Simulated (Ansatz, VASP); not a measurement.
**In in VASP and in Ansatz**

```
CELL_PARAMETERS angstrom
3.39842 0.00000 0.00000
-1.69921 2.94312 0.00000
0.00000 0.00000 5.54326
ATOMIC_POSITIONS crystal
In 0.33333 0.66667 0.25000
In 0.66667 0.33333 0.75000
```

Alike in both runs: functional PBE; k mesh 15 × 15 × 8; occupations gaussian, width 0.1 eV; no spin polarisation.

Ansatz relaxed the structure, and its values are those at the end. VASP's run is a single point on that final structure, the one shown.

|  | VASP | Ansatz |
| --- | --- | --- |
| version | VASP 6.6.1 | Ansatz 0.2.0 |
| potentials or method | VASP PAW PBE potentials, release 64 (In_d), cutoff 520 eV | scalar-relativistic, plane waves, PAW |
| valence electrons in the cell | 26 | 26 |

```csv
,VASP,Ansatz,Ansatz less VASP
gap on the k mesh at the Fermi level (eV),none,none,-
pressure (GPa),-0.1,0.0,+0.03
```

A gap of «none» marks a metal or a gap that the smearing closes.
